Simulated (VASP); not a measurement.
Runs of VASP 6.6.1 on Sc3Al. The structure is that of space group P4/mmm (No. 123), or close to it. The cells are those of the table. 

| cell | further INCAR settings | gap on the mesh (eV) | pressure (GPa) |
| --- | --- | --- | --- |
| a = 3.719, b = 3.719, c = 4.375 Å, 4 atoms | ALGO = Fast; EDIFF = 1e-07; NBANDS = 26 | none | 39.2 |
| a = 3.883, b = 3.883, c = 4.375 Å, 4 atoms | ALGO = Fast; EDIFF = 1e-06; NBANDS = 26 | none | (b) |
| a = 4.867, b = 4.867, c = 4.375 Å, 4 atoms | ALGO = Fast; EDIFF = 1e-06; NBANDS = 26 | none | (a) |
| a = 4.047, b = 4.047, c = 4.375 Å, 4 atoms | ALGO = Fast; EDIFF = 1e-06; NBANDS = 26 | none | 14.1 |
| a = 4.703, b = 4.703, c = 4.375 Å, 4 atoms | ALGO = Fast; EDIFF = 1e-06; NBANDS = 26 | none | -7.4 |

Alike in all rows: task single point; level PBEsol; potentials or basis VASP PAW PBE potentials, release 64 (Sc_sv, Al); no spin polarisation; k mesh 12 × 12 × 12; cutoff (eV) 520; smearing gaussian 0.15 eV.

Q: Fill in the values left out.

A: (a) -9.6; (b) 24.9.

Caveats: the PAW data sets were made with another functional, which shifts forces and pressure a little; the cell stands under pressure (at least some runs); the cell stands under tension (at least some runs).

A gap of «none» marks levels without a gap at the run's occupations.
